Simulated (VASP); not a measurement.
# TePb (I4/mmm) in VASP: notebook

The runs below take TePb through single point, with PBE.

Everything below comes from runs of VASP 6.6.1. Logs are shortened: lines on timing, memory, paths and dates and some standing lists are left out, and cuts for length are marked.

## (1) The cell of the first run

The structure is tetragonal, space group I4/mmm (No. 139). Conventional cell: a = 4.852 Å, b = 4.852 Å, c = 6.497 Å, α = 90.00°, β = 90.00°, γ = 90.00°. Pb (site symmetry 4/mmm) has 6 Te at 3.25 to 3.43 Å within 4.3 Å. Te (site symmetry 4/mmm) has 6 Pb at 3.25 to 3.43 Å within 4.3 Å.

## (2) Single point, PBE (epitaxial xy strain +5.0%)

The input, INCAR:

```
SYSTEM = TePb
PREC = Accurate
ENCUT = 520
EDIFF = 1E-6
ISMEAR = 0
SIGMA = 0.01
LREAL = .FALSE.
LASPH = .TRUE.
NELM = 100
ALGO = Normal
ISIF = 2
LWAVE = .FALSE.
LCHARG = .TRUE.
GGA = PE
LELF = .TRUE.
LVHAR = .TRUE.
NBANDS = 17
```

The input, KPOINTS:

```
regular mesh
0
G
  4 4 4
  0 0 0
```

The input, POSCAR:

```
TePb
1.0
    0.0000000000      3.4312286796      3.2483639977
    3.4312286796      0.0000000000      3.2483639977
    3.4312286796      3.4312286796      0.0000000000
Pb Te
1 1
Direct
    0.0000000000      0.0000000000      0.0000000000
    0.5000000000      0.5000000000      0.5000000000
```

Potentials or basis: VASP PAW PBE potentials, release 64 (Pb_d, Te).

The run is started by

```bash
$ cat potpaw_PBE.64/Pb_d/POTCAR potpaw_PBE.64/Te/POTCAR > POTCAR
$ mpirun -np 1 vasp_std > vasp.out
```

OUTCAR:

```text
SYSTEM = TePb
   PREC = Accurate
   ENCUT = 520
   EDIFF = 1E-6
   ISMEAR = 0
   LREAL = .FALSE.
   LASPH = .TRUE.
   NELM = 100
   ISIF = 2
   GGA = PE

 ion  position               nearest neighbor table
   1  0.000  0.000  0.000-   2 3.25   2 3.25   2 3.43   2 3.43   2 3.43   2 3.43
   2  0.500  0.500  0.500-   1 3.25   1 3.25   1 3.43   1 3.43   1 3.43   1 3.43

  LATTYP: Found a body centered tetragonal cell.
 ALAT       =     4.8524901343
 C/A-ratio  =     1.3388441430

  Lattice vectors:

 A1 = (   0.0000000000,  -3.4312286796,  -3.2483639977)
 A2 = (   0.0000000000,   3.4312286796,  -3.2483639977)
 A3 = (   3.4312286796,   0.0000000000,   3.2483639977)

Analysis of symmetry for initial positions (statically):
=====================================================================
 Subroutine PRICEL returns:
 Original cell was already a primitive cell.

 Routine SETGRP: Setting up the symmetry group for a
 body centered tetragonal supercell.

 Subroutine GETGRP returns: Found 16 space group operations
 (whereof 16 operations were pure point group operations)
 out of a pool of 16 trial point group operations.

The static configuration has the point symmetry D_4h.

Analysis of symmetry for dynamics (positions and initial velocities):
=====================================================================
 Subroutine PRICEL returns:
 Original cell was already a primitive cell.

 Routine SETGRP: Setting up the symmetry group for a
 body centered tetragonal supercell.

 Subroutine GETGRP returns: Found 16 space group operations
 (whereof 16 operations were pure point group operations)
 out of a pool of 16 trial point group operations.

The dynamic configuration has the point symmetry D_4h.

 Subroutine INISYM returns: Found 16 space group operations
 (whereof 16 operations are pure point group operations),
 and found     1 'primitive' translations

----------------------------------------------------------------------------------------

                                     Primitive cell

  volume of cell :      76.4881

  direct lattice vectors                    reciprocal lattice vectors
     0.000000000  3.431228680  3.248363998    -0.145720395  0.145720395  0.153923637
     3.431228680  0.000000000  3.248363998     0.145720395 -0.145720395  0.153923637
     3.431228680  3.431228680  0.000000000     0.145720395  0.145720395 -0.153923637

  length of vectors
     4.724954911  4.724954911  4.852490134     0.257218493  0.257218493  0.257218493

  position of ions in fractional coordinates (direct lattice)
     0.000000000  0.000000000  0.000000000
     0.500000000  0.500000000  0.500000000

  ion indices of the primitive-cell ions
   primitive index   ion index
                 1           1
                 2           2

----------------------------------------------------------------------------------------

 KPOINTS: regular mesh

Automatic generation of k-mesh.
 Grid dimensions read from file:
 generate k-points for:    4    4    4

 Generating k-lattice:

  Cartesian coordinates                     Fractional coordinates (reciprocal lattice)
    -0.036430099  0.036430099  0.038480909     0.250000000  0.000000000  0.000000000
     0.036430099 -0.036430099  0.038480909     0.000000000  0.250000000  0.000000000
     0.036430099  0.036430099 -0.038480909     0.000000000  0.000000000  0.250000000

  Length of vectors
     0.064304623  0.064304623  0.064304623

  Shift w.r.t. Gamma in fractional coordinates (k-lattice)
     0.000000000  0.000000000  0.000000000

 Subroutine IBZKPT returns following result:
 ===========================================

 Found     13 irreducible k-points:

 Following reciprocal coordinates:
            Coordinates               Weight
  0.000000  0.000000  0.000000      1.000000
  0.250000 -0.000000  0.000000      8.000000
  0.500000 -0.000000  0.000000      4.000000
  0.250000  0.250000  0.000000      2.000000
  0.500000  0.250000  0.000000      8.000000
 -0.250000  0.250000  0.000000      4.000000
  0.500000  0.500000  0.000000      1.000000
  0.250000  0.000000  0.250000      4.000000
  0.500000 -0.000000  0.250000     16.000000
 -0.250000  0.000000  0.250000      8.000000
 -0.250000  0.500000  0.250000      4.000000
  0.500000  0.000000  0.500000      2.000000
 -0.250000  0.250000  0.500000      2.000000
   k-points           NKPTS =     13   k-points in BZ     NKDIM =     13   number of bands    NBANDS=     17
   number of dos      NEDOS =    301   number of ions     NIONS =      2
   total plane-waves  NPLWV =  46656
   dimension x,y,z NGX =    36 NGY =   36 NGZ =   36
   dimension x,y,z NGXF=    72 NGYF=   72 NGZF=   72
   ions per type =               1   1
   NGX,Y,Z   is equivalent  to a cutoff of  12.67, 12.67, 12.33 a.u.
   NGXF,Y,Z  is equivalent  to a cutoff of  25.33, 25.33, 24.67 a.u.
 SYSTEM =  TePb
   PREC   = accura    normal or accurate (medium, high low for compatibility)
   ISTART =      0    job   : 0-new  1-cont  2-samecut
   ICHARG =      2    charge: 1-file 2-atom 10-const
   ISPIN  =      1    spin polarized calculation?
   LNONCOLLINEAR =      F non collinear calculations
   LSORBIT =      F    spin-orbit coupling
   LASPH  =      T    aspherical Exc in radial PAW
   ENCUT  =  520.0 eV  38.22 Ry    6.18 a.u.   8.79  8.79  9.02*2*pi/ulx,y,z
   NELM   =    100;   NELMIN=  2; NELMDL= -5     # of ELM steps
   EDIFF  = 0.1E-05   stopping-criterion for ELM
   LREAL  =      F    real-space projection
   EDIFFG = 0.1E-04   stopping-criterion for IOM
   NSW    =      0    number of steps for IOM
   IBRION =     -1    ionic relax: 0-MD 1-quasi-New 2-CG
   NFREE  =      0    steps in history (QN), initial steepest desc. (CG)
   ISIF   =      2    stress and relaxation
   ISYM   =      2    0-nonsym 1-usesym 2-fastsym
   POTIM  = 0.5000    time-step for ionic-motion
   TEBEG  =    0.0;   TEEND  =   0.0 temperature during run
   PSTRESS=    0.0 pullay stress
   NELECT =      20.0000    total number of electrons
   NUPDOWN=      -1.0000    fix difference up-down
   EMIN   =  10.00;   EMAX   =-10.00  energy-range for DOS
   EFERMI =   0.00;   METHOD = LEGACY
   ISMEAR =     0;   SIGMA  =   0.01  broadening in eV -4-tet -1-fermi 0-gaus
   EFERMI_NEDOS =   21; number of points for ismear=-14 and -15
   IALGO  =     38    algorithm
   IMIX   =      4    mixing-type and parameters
     AMIX     =   0.40;   BMIX     =  1.00
     AMIX_MAG =   1.60;   BMIX_MAG =  1.00
  volume/ion in A,a.u.               =      38.24       258.08
  Fermi-wavevector in a.u.,A,eV,Ry     =   1.046856  1.978270 14.910718  1.095907
  Thomas-Fermi vector in A             =   2.181711
   LORBIT       =      0    0 simple, 1 ext, 2 COOP (PROOUT), +10 PAW based schemes
   GGA     = PE    functional components
   LHFCALC =     F    Hartree Fock is set to
   AEXX    =    0.0000 exact exchange contribution
   IVDW    =     0    specifies the selected vdW correction
   LEPSILON=     F    determine dielectric tensor
   LRPA    =     F    only Hartree local field effects (RPA)
 non-spin polarized calculation
 Gauss-broadening in eV      SIGMA  =   0.01
  energy-cutoff  :      520.00
  volume of cell :       76.49
 maximum number of plane-waves:      2072
   NGX = 17   NGY = 17   NGZ = 17

 number of electron      20.0000004 magnetization

 Free energy of the ion-electron system (eV)
  ---------------------------------------------------
  ext. energy  EPLUGINS =         0.00000000
  ---------------------------------------------------
  free energy    TOTEN  =        -7.42977414 eV

  energy without entropy =       -7.42977414  energy(sigma->0) =       -7.42977414

 E-fermi :   4.2955     XC(G=0):  -8.7441

 val. band max:        4.1885770773   @ k =   0.5000  -0.0000   0.0000
 cond. band min:       5.0206107340   @ k =   0.5000  -0.0000   0.0000
 fundamental gap:      0.8320336567
 Fermi energy:         4.2954575654

 k-point     1 :       0.0000    0.0000    0.0000
  band No.  band energies     occupation
      1     -12.4873      2.00000
      2     -12.4857      2.00000
      3     -12.4661      2.00000
      4     -12.4661      2.00000
      5     -12.4636      2.00000
      6      -6.9712      2.00000
[... 9 lines left out ...]
     16      10.3915      0.00000
     17      10.9293      0.00000

 k-point     2 :       0.2500   -0.0000    0.0000
  band No.  band energies     occupation
      1     -12.4891      2.00000
      2     -12.4843      2.00000
      3     -12.4680      2.00000
      4     -12.4624      2.00000
      5     -12.4613      2.00000
      6      -6.5441      2.00000
[... 9 lines left out ...]
     16      11.1966      0.00000
     17      13.4087      0.00000

 k-point     3 :       0.5000   -0.0000    0.0000
  band No.  band energies     occupation
      1     -12.4917      2.00000
      2     -12.4839      2.00000
      3     -12.4714      2.00000
      4     -12.4588      2.00000
      5     -12.4557      2.00000
      6      -5.8359      2.00000
[... 9 lines left out ...]
     16      13.3790      0.00000
     17      13.5261      0.00000

 k-point     4 :       0.2500    0.2500    0.0000
  band No.  band energies     occupation
      1     -12.4889      2.00000
      2     -12.4832      2.00000
      3     -12.4769      2.00000
      4     -12.4581      2.00000
      5     -12.4581      2.00000
      6      -6.3382      2.00000
[... 9 lines left out ...]
     16      12.4099      0.00000
     17      12.7224      0.00000
[... 123 lines left out ...]
      1     -12.4970      2.00000
      2     -12.4837      2.00000
      3     -12.4770      2.00000
      4     -12.4603      2.00000
      5     -12.4489      2.00000
      6      -5.5644      2.00000
[... 9 lines left out ...]
     16      14.5938      0.00000
     17      15.3330      0.00000

 k-point    12 :       0.5000    0.0000    0.5000
  band No.  band energies     occupation
      1     -12.5102      2.00000
      2     -12.4749      2.00000
      3     -12.4711      2.00000
      4     -12.4634      2.00000
      5     -12.4486      2.00000
      6      -5.7929      2.00000
[... 9 lines left out ...]
     16      14.8163      0.00000
     17      14.8323      0.00000

 k-point    13 :      -0.2500    0.2500    0.5000
  band No.  band energies     occupation
      1     -12.5019      2.00000
      2     -12.4749      2.00000
      3     -12.4673      2.00000
      4     -12.4602      2.00000
      5     -12.4602      2.00000
      6      -5.6194      2.00000
[... 9 lines left out ...]
     16      14.1414      0.00000
     17      14.2231      0.00000

------------------------ aborting loop because EDIFF is reached ----------------------------------------

  FORCE on cell =-STRESS in cart. coord.  units (eV):
  Direction    XX          YY          ZZ          XY          YZ          ZX
  --------------------------------------------------------------------------------------
  -------------------------------------------------------------------------------------
  Total       -1.7960597     -1.7960597      0.4373800      0.0000000     -0.0000000      0.0000000
  in kB      -37.6216074    -37.6216074      9.1616870      0.0000000     -0.0000000      0.0000000
  external PRESSURE =     -22.0271760 kB  Pullay stress =       0.0000000 kB

 VOLUME and BASIS-vectors are now :
 -----------------------------------------------------------------------------
  energy-cutoff  :      520.00
  volume of cell :       76.49
      direct lattice vectors                 reciprocal lattice vectors
     0.000000000  3.431228680  3.248363998    -0.145720395  0.145720395  0.153923637
     3.431228680  0.000000000  3.248363998     0.145720395 -0.145720395  0.153923637
     3.431228680  3.431228680  0.000000000     0.145720395  0.145720395 -0.153923637

 POSITION                                       TOTAL-FORCE (eV/Angst)
 -----------------------------------------------------------------------------------
      0.00000      0.00000      0.00000         0.000000      0.000000      0.000000
      3.43123      3.43123      3.24836         0.000000      0.000000     -0.000000
 -----------------------------------------------------------------------------------
    total drift:                                0.000000      0.000000      0.000000

  FREE ENERGIE OF THE ION-ELECTRON SYSTEM (eV)
  ---------------------------------------------------
  free  energy   TOTEN  =        -7.4297741396 eV

  energy  without entropy=       -7.4297741396  energy(sigma->0) =       -7.42977414
```

It took 12 s on 1 thread of Intel Xeon 6975P-C (Granite Rapids), shared host; peak memory 0.21 GiB.

Results:

```yaml
Free_energy: -7.4298 eV
Pressure: -2.2 GPa
Band_gap_on_the_k_mesh: 0.83 eV, direct
```

Stress tensor (GPa, compression positive):
```
-3.76  0.00  0.00
 0.00 -3.76  0.00
 0.00  0.00  0.92
```

Caveat: the cell differs from its parent crystal (epitaxial xy strain +5.0%); spin-orbit coupling is left out, which moves the levels of the heavy elements.

## (3) Single point, PBE (epitaxial xy strain +5.0%)

The input, INCAR:

```
ALGO     = Normal         # electronic algorithm
EDIFF    = 1E-6           # SCF threshold, eV
ENCUT    = 520            # plane-wave cutoff, eV
GGA      = PE             # functional
ISIF     = 2              # what is computed and relaxed
ISMEAR   = -1             # smearing method
LASPH    = True           # aspherical terms in the spheres
LCHARG   = False          # write CHGCAR
LREAL    = False          # projectors in reciprocal space
LWAVE    = False          # write WAVECAR
NBANDS   = 17             # bands
NELM     = 80             # most SCF steps
PREC     = Accurate       # precision mode
SIGMA    = 0.02           # smearing width, eV
```

The input, KPOINTS:

```
k-points
0
Gamma
  8 8 8
```

POSCAR is that of step 2.

Potentials or basis: VASP PAW PBE potentials, release 64 (Pb_d, Te).

The run is started by

```bash
$ cat potpaw_PBE.64/Pb_d/POTCAR potpaw_PBE.64/Te/POTCAR > POTCAR
$ mpirun -np 1 vasp_std > vasp.out
```

Run time: 35 s. Hardware: 1 thread of Intel Xeon 6975P-C (Granite Rapids), shared host; peak memory 0.25 GiB.

The run converged. Its results:

| Quantity | Value |
| --- | --- |
| Free energy | -7.4415 eV |
| Pressure | -2.2 GPa |
| Band gap on the k mesh | 0.83 eV, direct |

Stress tensor (GPa, compression positive):
```
-3.61  0.00  0.00
 0.00 -3.61  0.00
 0.00  0.00  0.57
```

Levels at points of the mesh, in eV from the valence-band top:
```csv
k point,band 7,band 8,band 9,band 10,band 11,band 12,band 13,band 14
"(0.00, 0.00, 0.00)",-5.96,-1.33,-0.81,-0.81,3.47,3.47,4.62,5.89
"(0.50, 0.00, 0.00)",-8.12,-0.65,-0.59,0.00,0.83,1.36,1.60,8.14
"(0.50, 0.50, 0.00)",-7.39,-3.75,-2.27,-2.27,3.63,4.81,4.81,6.45
"(0.50, 0.00, 0.50)",-7.10,-3.62,-2.45,-1.90,3.78,4.43,5.64,5.69
```

Caveat: the cell differs from its parent crystal (epitaxial xy strain +5.0%); spin-orbit coupling is left out, which moves the levels of the heavy elements.
